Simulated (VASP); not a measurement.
# Si (a cell with a defect) in VASP: notebook

The runs below take Si (a cell with a defect) through single point, with PBE.

All numbers are computed with VASP 6.6.1; they aren't measurements. Logs are shortened: lines on timing, memory, paths and dates and some standing lists are left out, and cuts for length are marked.

**1. The cell of the first run**

The cell holds a defect, 15 atoms: a = 7.736 Å, b = 7.736 Å, c = 7.736 Å, α = 60.00°, β = 60.00°, γ = 60.00°.

**2. Single point, PBE**

INCAR

```
  ALGO = Normal
  EDIFF = 1E-6
  ENCUT = 520
  GGA = PE
  ISIF = 2
  ISMEAR = 0
  LASPH = T
  LCHARG = F
  LREAL = Auto
  LWAVE = F
  NBANDS = 43
  NELECT = 58.0
  NELM = 60
  PREC = Accurate
  SIGMA = 0.02
```

KPOINTS

```
k-points
0
Gamma
  2 2 2
```

POSCAR

```
Si
1.0
    0.0000000000      5.4700937627     -5.4700937627
    5.4700937627      5.4700937627      0.0000000000
    5.4700937627      0.0000000000     -5.4700937627
Si
15
Direct
    0.1427385039      0.1427372242      0.1427423430
    0.1106977369      0.6679278562      0.1106970056
    0.6679272163      0.1106978283      0.1106970970
    0.6225406086      0.6225398773      0.1245963103
    0.1106978283      0.1106980111      0.6679257538
    0.1245950306      0.6225396945      0.6225424367
    0.6225402430      0.1245946650      0.6225422539
    0.6256753812      0.6256757468      0.6256746499
    0.2486417160      0.7639146021      0.2486404363
    0.7439952909      0.7439954737      0.2543417097
    0.7639145107      0.2486418074      0.2486401621
    0.2543421668      0.7439953823      0.7439950166
    0.2486408934      0.2486412590      0.7639139622
    0.7503076141      0.7503081625      0.7503061516
    0.7439952909      0.2543424410      0.7439949252
```

Potentials or basis: VASP PAW PBE potentials, release 64 (Si).

Launch:

```bash
> cat potpaw_PBE.64/Si/POTCAR > POTCAR
> mpirun -np 1 vasp_std > vasp.out
```

OUTCAR:

```text
EDIFF = 1E-6
   ENCUT = 520
   GGA = PE
   ISIF = 2
   ISMEAR = 0
   LASPH = T
   LREAL = Auto
   NELECT = 58.0
   NELM = 60
   PREC = Accurate

 ion  position               nearest neighbor table
   1  0.143  0.143  0.143-   9 2.41  11 2.41  13 2.41
   2  0.111  0.668  0.111-  12 2.34  10 2.34   9 2.36
   3  0.668  0.111  0.111-  15 2.34  10 2.34  11 2.36
   4  0.623  0.623  0.125-  10 2.35  14 2.36  11 2.37   9 2.37
   5  0.111  0.111  0.668-  15 2.34  12 2.34  13 2.36
   6  0.125  0.623  0.623-  12 2.35  14 2.36  13 2.37   9 2.37
   7  0.623  0.125  0.623-  15 2.35  14 2.36  13 2.37  11 2.37
   8  0.626  0.626  0.626-  10 2.35  12 2.35  15 2.35  14 2.36
   9  0.249  0.764  0.249-   2 2.36   4 2.37   6 2.37   1 2.41
  10  0.744  0.744  0.254-   3 2.34   2 2.34   8 2.35   4 2.35
  11  0.764  0.249  0.249-   3 2.36   4 2.37   7 2.37   1 2.41
  12  0.254  0.744  0.744-   2 2.34   5 2.34   8 2.35   6 2.35
  13  0.249  0.249  0.764-   5 2.36   6 2.37   7 2.37   1 2.41
  14  0.750  0.750  0.750-   8 2.36   7 2.36   6 2.36   4 2.36
  15  0.744  0.254  0.744-   3 2.34   5 2.34   8 2.35   7 2.35

  LATTYP: Found a face centered cubic cell.
 ALAT       =    10.9401875254

  Lattice vectors:

 A1 = (   0.0000000000,   5.4700937627,  -5.4700937627)
 A2 = (   5.4700937627,   5.4700937627,   0.0000000000)
 A3 = (   5.4700937627,   0.0000000000,  -5.4700937627)

Analysis of symmetry for initial positions (statically):
=====================================================================
 Subroutine PRICEL returns:
 Original cell was already a primitive cell.

 Routine SETGRP: Setting up the symmetry group for a
 face centered cubic supercell.

 Subroutine GETGRP returns: Found  6 space group operations
 (whereof  4 operations were pure point group operations)
 out of a pool of 48 trial point group operations.

The static configuration has the point symmetry C_2v.
 The point group associated with its full space group is C_3v.

Analysis of symmetry for dynamics (positions and initial velocities):
=====================================================================
 Subroutine PRICEL returns:
 Original cell was already a primitive cell.

 Routine SETGRP: Setting up the symmetry group for a
 face centered cubic supercell.

 Subroutine GETGRP returns: Found  6 space group operations
 (whereof  4 operations were pure point group operations)
 out of a pool of 48 trial point group operations.

The dynamic configuration has the point symmetry C_2v.
 The point group associated with its full space group is C_3v.

 Subroutine INISYM returns: Found  6 space group operations
 (whereof  4 operations are pure point group operations),
 and found     1 'primitive' translations

----------------------------------------------------------------------------------------

                                     Primitive cell

  volume of cell :     327.3515

  direct lattice vectors                    reciprocal lattice vectors
     0.000000000  5.470093763 -5.470093763    -0.091406111  0.091406111 -0.091406111
     5.470093763  5.470093763  0.000000000     0.091406111  0.091406111  0.091406111
     5.470093763  0.000000000 -5.470093763     0.091406111 -0.091406111 -0.091406111

  length of vectors
     7.735880787  7.735880787  7.735880787     0.158320029  0.158320029  0.158320029

  position of ions in fractional coordinates (direct lattice)
     0.142738504  0.142737224  0.142742343
     0.110697737  0.667927856  0.110697006
     0.667927216  0.110697828  0.110697097
     0.622540609  0.622539877  0.124596310
     0.110697828  0.110698011  0.667925754
     0.124595031  0.622539694  0.622542437
     0.622540243  0.124594665  0.622542254
     0.625675381  0.625675747  0.625674650
     0.248641716  0.763914602  0.248640436
     0.743995291  0.743995474  0.254341710
     0.763914511  0.248641807  0.248640162
     0.254342167  0.743995382  0.743995017
     0.248640893  0.248641259  0.763913962
     0.750307614  0.750308162  0.750306152
     0.743995291  0.254342441  0.743994925

  ion indices of the primitive-cell ions
   primitive index   ion index
                 1           1
                 2           2
                 3           3
                 4           4
                 5           5
                 6           6
                 7           7
                 8           8
                 9           9
                10          10
                11          11
                12          12
                13          13
                14          14
                15          15

----------------------------------------------------------------------------------------

 KPOINTS: k-points

Automatic generation of k-mesh.
 Grid dimensions read from file:
 generate k-points for:    2    2    2

 Generating k-lattice:

  Cartesian coordinates                     Fractional coordinates (reciprocal lattice)
    -0.045703056  0.045703056 -0.045703056     0.500000000  0.000000000  0.000000000
     0.045703056  0.045703056  0.045703056     0.000000000  0.500000000  0.000000000
     0.045703056 -0.045703056 -0.045703056     0.000000000  0.000000000  0.500000000

  Length of vectors
     0.079160015  0.079160015  0.079160015

  Shift w.r.t. Gamma in fractional coordinates (k-lattice)
     0.000000000  0.000000000  0.000000000

 Subroutine IBZKPT returns following result:
 ===========================================

 Found      4 irreducible k-points:

 Following reciprocal coordinates:
            Coordinates               Weight
  0.000000  0.000000  0.000000      1.000000
  0.500000  0.000000  0.000000      3.000000
  0.500000  0.500000  0.500000      1.000000
  0.500000  0.500000  0.000000      3.000000
   k-points           NKPTS =      4   k-points in BZ     NKDIM =      4   number of bands    NBANDS=     43
   number of dos      NEDOS =    301   number of ions     NIONS =     15
   total plane-waves  NPLWV = 216000
   dimension x,y,z NGX =    60 NGY =   60 NGZ =   60
   dimension x,y,z NGXF=   120 NGYF=  120 NGZF=  120
   ions per type =              15
   NGX,Y,Z   is equivalent  to a cutoff of  12.89, 12.89, 12.89 a.u.
   NGXF,Y,Z  is equivalent  to a cutoff of  25.79, 25.79, 25.79 a.u.
 SYSTEM =  unknown system
   PREC   = accura    normal or accurate (medium, high low for compatibility)
   ISTART =      0    job   : 0-new  1-cont  2-samecut
   ICHARG =      2    charge: 1-file 2-atom 10-const
   ISPIN  =      1    spin polarized calculation?
   LNONCOLLINEAR =      F non collinear calculations
   LSORBIT =      F    spin-orbit coupling
   LASPH  =      T    aspherical Exc in radial PAW
   ENCUT  =  520.0 eV  38.22 Ry    6.18 a.u.  14.38 14.38 14.38*2*pi/ulx,y,z
   NELM   =     60;   NELMIN=  2; NELMDL= -5     # of ELM steps
   EDIFF  = 0.1E-05   stopping-criterion for ELM
   LREAL  =      T    real-space projection
   EDIFFG = 0.1E-04   stopping-criterion for IOM
   NSW    =      0    number of steps for IOM
   IBRION =     -1    ionic relax: 0-MD 1-quasi-New 2-CG
   NFREE  =      0    steps in history (QN), initial steepest desc. (CG)
   ISIF   =      2    stress and relaxation
   ISYM   =      2    0-nonsym 1-usesym 2-fastsym
   POTIM  = 0.5000    time-step for ionic-motion
   TEBEG  =    0.0;   TEEND  =   0.0 temperature during run
   PSTRESS=    0.0 pullay stress
   NELECT =      58.0000    total number of electrons
   NUPDOWN=      -1.0000    fix difference up-down
   EMIN   =  10.00;   EMAX   =-10.00  energy-range for DOS
   EFERMI =   0.00;   METHOD = LEGACY
   ISMEAR =     0;   SIGMA  =   0.02  broadening in eV -4-tet -1-fermi 0-gaus
   EFERMI_NEDOS =   21; number of points for ismear=-14 and -15
   IALGO  =     38    algorithm
   IMIX   =      4    mixing-type and parameters
     AMIX     =   0.40;   BMIX     =  1.00
     AMIX_MAG =   1.60;   BMIX_MAG =  1.00
  volume/ion in A,a.u.               =      21.82       147.27
  Fermi-wavevector in a.u.,A,eV,Ry     =   0.919488  1.737580 11.503157  0.845458
  Thomas-Fermi vector in A             =   2.044687
   LORBIT       =      0    0 simple, 1 ext, 2 COOP (PROOUT), +10 PAW based schemes
   GGA     = PE    functional components
   LHFCALC =     F    Hartree Fock is set to
   AEXX    =    0.0000 exact exchange contribution
   IVDW    =     0    specifies the selected vdW correction
   LEPSILON=     F    determine dielectric tensor
   LRPA    =     F    only Hartree local field effects (RPA)
 non-spin polarized calculation
 Gauss-broadening in eV      SIGMA  =   0.02
  energy-cutoff  :      520.00
  volume of cell :      327.35
 maximum number of plane-waves:      8824
 NGX is ok and might be reduce to    60
   NGX = 29   NGY = 29   NGZ = 29

 number of electron      58.0000000 magnetization

 Free energy of the ion-electron system (eV)
  ---------------------------------------------------
  ext. energy  EPLUGINS =         0.00000000
  ---------------------------------------------------
  free energy    TOTEN  =       -86.92356671 eV

  energy without entropy =      -86.91864142  energy(sigma->0) =      -86.92110406

 E-fermi :   4.3732     XC(G=0):  -8.9156

 val. band max:        4.3630285380   @ k =   0.5000   0.5000   0.5000
 cond. band min:       4.4267969520   @ k =   0.0000   0.0000   0.0000
 fundamental gap:      0.0637684140
 Fermi energy:         4.3731550299

 k-point     1 :       0.0000    0.0000    0.0000
  band No.  band energies     occupation
      1      -6.6369      2.00000
      2      -4.5161      2.00000
      3      -4.5160      2.00000
      4      -4.5071      2.00000
      5      -4.0285      2.00000
      6      -2.7533      2.00000
[... 33 lines left out ...]
     40       6.9346      0.00000
     41       6.9347      0.00000

 k-point     2 :       0.5000    0.0000    0.0000
  band No.  band energies     occupation
      1      -6.0490      2.00000
      2      -5.7023      2.00000
      3      -4.2602      2.00000
      4      -4.1557      2.00000
      5      -4.1488      2.00000
      6      -4.0377      2.00000
[... 33 lines left out ...]
     40       8.4854      0.00000
     41       8.4920      0.00000

 k-point     3 :       0.5000    0.5000    0.5000
  band No.  band energies     occupation
      1      -5.9252      2.00000
      2      -5.8500      2.00000
      3      -4.1996      2.00000
      4      -4.1996      2.00000
      5      -4.1447      2.00000
      6      -3.9897      2.00000
[... 33 lines left out ...]
     40       8.7039      0.00000
     41       8.7041      0.00000

 k-point     4 :       0.5000    0.5000    0.0000
  band No.  band energies     occupation
      1      -5.7698      2.00000
      2      -5.5198      2.00000
      3      -4.8860      2.00000
      4      -4.7414      2.00000
      5      -4.7027      2.00000
      6      -3.8500      2.00000
[... 33 lines left out ...]
     40       9.3634      0.00000
     41       9.4171      0.00000
 [bands above 41 left out]

------------------------ aborting loop because EDIFF is reached ----------------------------------------

  FORCE on cell =-STRESS in cart. coord.  units (eV):
  Direction    XX          YY          ZZ          XY          YZ          ZX
  --------------------------------------------------------------------------------------
  -------------------------------------------------------------------------------------
  Total      -18.2205101    -18.2205101    -18.2205101     -0.1493430      0.1493430      0.1493430
  in kB      -89.1778106    -89.1778106    -89.1778106     -0.7309392      0.7309392      0.7309392
  external PRESSURE =     -89.1778106 kB  Pullay stress =       0.0000000 kB

 VOLUME and BASIS-vectors are now :
 -----------------------------------------------------------------------------
  energy-cutoff  :      520.00
  volume of cell :      327.35
      direct lattice vectors                 reciprocal lattice vectors
     0.000000000  5.470093763 -5.470093763    -0.091406111  0.091406111 -0.091406111
     5.470093763  5.470093763  0.000000000     0.091406111  0.091406111  0.091406111
     5.470093763  0.000000000 -5.470093763     0.091406111 -0.091406111 -0.091406111

 POSITION                                       TOTAL-FORCE (eV/Angst)
 -----------------------------------------------------------------------------------
      1.56160      1.56158     -1.56161        -0.272340     -0.272340      0.272340
      4.25915      4.25916     -1.21105         0.101081      0.101081      0.057400
      1.21105      4.25915     -4.25915        -0.057400      0.101081     -0.101081
      4.08690      6.81071     -4.08691         0.004573     -0.026298     -0.004573
      4.25914      1.21106     -4.25914         0.101081     -0.057400     -0.101081
      6.81072      4.08690     -4.08691        -0.026298      0.004573     -0.004573
      4.08691      4.08690     -6.81072         0.004573      0.004573      0.026298
      6.84500      6.84501     -6.84500         0.009932      0.009932     -0.009932
      5.53877      5.53878     -2.72018         0.052502      0.052502      0.005568
      5.46100      8.13945     -5.46100         0.006973     -0.001189     -0.006973
      2.72018      5.53878     -5.53877        -0.005568      0.052502     -0.052502
      8.13945      5.46100     -5.46100        -0.001189      0.006973     -0.006973
      5.53877      2.72018     -5.53877         0.052502     -0.005568     -0.052502
      8.20850      8.20851     -8.20850         0.022605      0.022605     -0.022605
      5.46100      5.46100     -8.13945         0.006973      0.006973      0.001189
 -----------------------------------------------------------------------------------
    total drift:                               -0.000125     -0.002285     -0.003040

  FREE ENERGIE OF THE ION-ELECTRON SYSTEM (eV)
  ---------------------------------------------------
  free  energy   TOTEN  =       -86.9235667070 eV

  energy  without entropy=      -86.9186414168  energy(sigma->0) =      -86.92110406
```

Run time: 56 s. Hardware: 1 thread of Intel Xeon Platinum 8559C (Emerald Rapids), shared host; peak memory 0.44 GiB.

Results:

| Item | Value |
| --- | --- |
| Free energy | -86.9236 eV |
| Largest force | 0.472 eV/Å |

Forces in eV/Å, atoms in the order of the input:
```
Si  -0.272 -0.272  0.272
Si   0.101  0.101  0.057
Si  -0.057  0.101 -0.101
Si   0.005 -0.026 -0.005
Si   0.101 -0.057 -0.101
Si  -0.026  0.005 -0.005
Si   0.005  0.005  0.026
Si   0.010  0.010 -0.010
Si   0.053  0.053  0.006
Si   0.007 -0.001 -0.007
Si  -0.006  0.053 -0.053
Si  -0.001  0.007 -0.007
Si   0.053 -0.006 -0.053
Si   0.023  0.023 -0.023
Si   0.007  0.007  0.001
```

Caveat: the k points lie up to 0.50 Å⁻¹ apart; the cell carries a net charge on a neutralising background, which shifts energy and pressure; the cell is charged against a uniform background, so pressure and absolute levels hang on convention.

**3. Single point, PBE**

INCAR

```
ALGO = Normal
EDIFF = 1E-7
ENCUT = 520
GGA = PE
ISIF = 2
ISMEAR = 0
LASPH = True
LCHARG = False
LREAL = Auto
LWAVE = False
NBANDS = 43
NELECT = 58.0
NELM = 100
PREC = Accurate
SIGMA = 0.02
```

KPOINTS is that of step 2.

POSCAR

```
Si
1.0
    0.0000000000      5.4700937627     -5.4700937627
    5.4700937627      5.4700937627      0.0000000000
    5.4700937627      0.0000000000     -5.4700937627
Si
15
Direct
    0.2322572620      0.2322568963      0.2322674994
    0.1263609967      0.6110863259      0.1263569748
    0.6110863259      0.1263609967      0.1263569748
    0.6310050887      0.6310050887      0.1206571640
    0.1263589858      0.1263589858      0.6110844978
    0.1206583522      0.6310048145      0.6310042661
    0.6310047231      0.1206584436      0.6310041747
    0.6246939537      0.6246941366      0.6246899319
    0.2643028735      0.7070746257      0.2643014110
    0.7524578515      0.7524576687      0.2504068594
    0.7070744429      0.2643028735      0.2643014110
    0.2504034774      0.7524570288      0.7524626960
    0.2643030563      0.2643030563      0.7070702382
    0.7493253640      0.7493255468      0.7493233531
    0.7524572116      0.2504032946      0.7524626960
```

Potentials or basis: VASP PAW PBE potentials, release 64 (Si).

Launch:

```bash
> cat potpaw_PBE.64/Si/POTCAR > POTCAR
> mpirun -np 1 vasp_std > vasp.out
```

It took 2 min on 1 thread of Intel Xeon Platinum 8559C (Emerald Rapids), shared host; peak memory 0.45 GiB.

The run converged. Its results:

| Property | Result |
| --- | --- |
| Free energy | -86.9233 eV |
| Largest force | 0.472 eV/Å |

Forces on the atoms (eV/Å):
```
Si   0.273  0.272 -0.273
Si  -0.053 -0.053 -0.004
Si   0.004 -0.053  0.053
Si  -0.006  0.002  0.006
Si  -0.053  0.004  0.053
Si   0.002 -0.006  0.006
Si  -0.006 -0.006 -0.002
Si  -0.025 -0.025  0.025
Si  -0.101 -0.101 -0.056
Si  -0.004  0.026  0.004
Si   0.056 -0.101  0.101
Si   0.026 -0.004  0.004
Si  -0.101  0.056  0.101
Si  -0.009 -0.009  0.009
Si  -0.004 -0.004 -0.026
```

Levels at points of the mesh, in eV from the Fermi level:
| k point | band 27 | band 28 | band 29 | band 30 | band 31 | band 32 |
| --- | --- | --- | --- | --- | --- | --- |
| (0.00, 0.00, 0.00) | 0.05 | 0.16 | 0.16 | 1.19 | 1.58 | 1.58 |
| (0.50, 0.00, 0.00) | -0.75 | -0.18 | -0.17 | 0.31 | 1.69 | 2.07 |
| (0.00, 0.00, 0.50) | -0.75 | -0.18 | -0.17 | 0.31 | 1.69 | 2.07 |
| (0.50, 0.50, 0.50) | -1.09 | -0.24 | -0.01 | -0.01 | 2.04 | 2.04 |
| (0.50, 0.50, 0.00) | -0.89 | -0.74 | -0.51 | -0.01 | 1.63 | 1.77 |
| (0.00, 0.50, 0.50) | -0.89 | -0.74 | -0.51 | -0.01 | 1.63 | 1.77 |

Caveat: the k points lie up to 0.50 Å⁻¹ apart; the cell carries a net charge on a neutralising background, which shifts energy and pressure; the cell is charged against a uniform background, so pressure and absolute levels hang on convention.
